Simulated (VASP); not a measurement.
GaN, 2 atoms in the cell. The structure is cubic, space group F-43m (No. 216). The conventional cell has a = 4.507 Å, b = 4.507 Å, c = 4.507 Å, α = 90.00°, β = 90.00°, γ = 90.00°. Ga (site symmetry -43m) has 4 N at 1.95 Å within 2.6 Å. N (site symmetry -43m) has 4 Ga at 1.95 Å within 2.6 Å. 

```yaml
Program: VASP 6.6.1
Task: G0W0 quasiparticle levels
Functional: LDA
Potentials_or_basis: VASP PAW LDA potentials, release 64 (Ga_d_GW, N_GW)
Cutoff: 500 eV
k_mesh: 4 × 4 × 4
Occupations: gaussian, width 0.01 eV
Spin: no spin polarisation
Dipole_correction: no
GW_scheme: G0W0
GW_iterations: 1
Cutoff_of_the_response_function: 150
Frequency_points: 48
Empty_bands: 100
Further_INCAR_settings: ALGO = EVGW0; EDIFF = 1e-08; NBANDS = 109
```

Potentials or basis: VASP PAW LDA potentials, release 64 (Ga_d_GW, N_GW).

Run with:

```console
$ cat potpaw_LDA.64/Ga_d_GW/POTCAR potpaw_LDA.64/N_GW/POTCAR > POTCAR
$ cp INCAR.step1 INCAR
$ mpirun -np 1 vasp_std > vasp.out
$ cp INCAR.step2 INCAR
$ mpirun -np 1 vasp_std > vasp.out
$ cp INCAR.step3 INCAR
$ mpirun -np 1 vasp_std > vasp.out
```

Hardware: 1 thread of Intel Xeon 6975P-C, with other jobs on the host.

Problem. Estimate the wall time of this run.

Solution. It took 54 s on 1 thread of Intel Xeon 6975P-C, with other jobs on the host, peak memory 0.23 GiB. Counts: k points 8.
